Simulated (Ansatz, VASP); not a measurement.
BN: VASP beside Ansatz

The input INCAR:

```
PREC = Accurate
ENCUT = 600
EDIFF = 1E-6
ISMEAR = 0
SIGMA = 0.05
LREAL = False
LASPH = True
NELM = 120
ALGO = Normal
ISIF = 2
LWAVE = False
LCHARG = False
GGA = CA
NBANDS = 11
GGA_COMPAT = False
```

KPOINTS

```
Automatic mesh
0
Gamma
  12 12 12
```

The input POSCAR:

```
BN
1.0
    1.2511217832      0.7223354983      3.3729344033
   -1.2511217832      0.7223354983      3.3729344033
    0.0000000000     -1.4446709967      3.3729344033
B N
1 1
Direct
    1.0194363833      1.0194363833      1.0194363833
    0.3327618000      0.3327618000      0.3327618000
```

Input for Ansatz:

```yaml
crystal:
  lattice:
    - [1.2511217832, 0.7223354983, 3.3729344033]
    - [-1.2511217832, 0.7223354983, 3.3729344033]
    - [0.0, -1.4446709967, 3.3729344033]
  atoms:
    - { symbol: B, position: [1.0194363833, 1.0194363833, 1.0194363833] }
    - { symbol: "N", position: [0.3327618, 0.3327618, 0.3327618] }
basis:
  ecutwfc: 420
kpoints:
  mp_grid: { grid: [12, 12, 12] }
hamiltonian:
  xc: lda
scf:
  occupations: { method: gaussian, width: 0.05 }
output:
  forces: true
  stress: true
  eigenvalues: true
```

Alike in both runs: task single point; functional LDA; k mesh 12 × 12 × 12; occupations gaussian, width 0.05 eV; no spin polarisation.

|  | VASP | Ansatz |
| --- | --- | --- |
| version | VASP 6.6.1 | Ansatz 0.2.0 |
| potentials or method | VASP PAW LDA potentials, release 64 (B, N), cutoff 600 eV | scalar-relativistic, plane waves, PAW |
| valence electrons in the cell | 8 | 8 |

```csv
,VASP,Ansatz,Ansatz less VASP
gap on the k mesh at the Fermi level (eV),4.18,4.20,+0.015
least direct gap on the mesh (eV),4.55,4.56,+0.010
pressure (GPa),-6.9,-7.2,-0.28
"traceless stress, the component that is largest in VASP (GPa)",-0.92,-0.40,+0.522
rms of the force components (eV/Å),1.538,1.541,+0.0027
```

LDA's correlation is that of Perdew and Zunger in VASP and of Perdew and Wang (1992) in Ansatz. Atom by atom the forces differ by 0.003 eV/Å (rms over components).
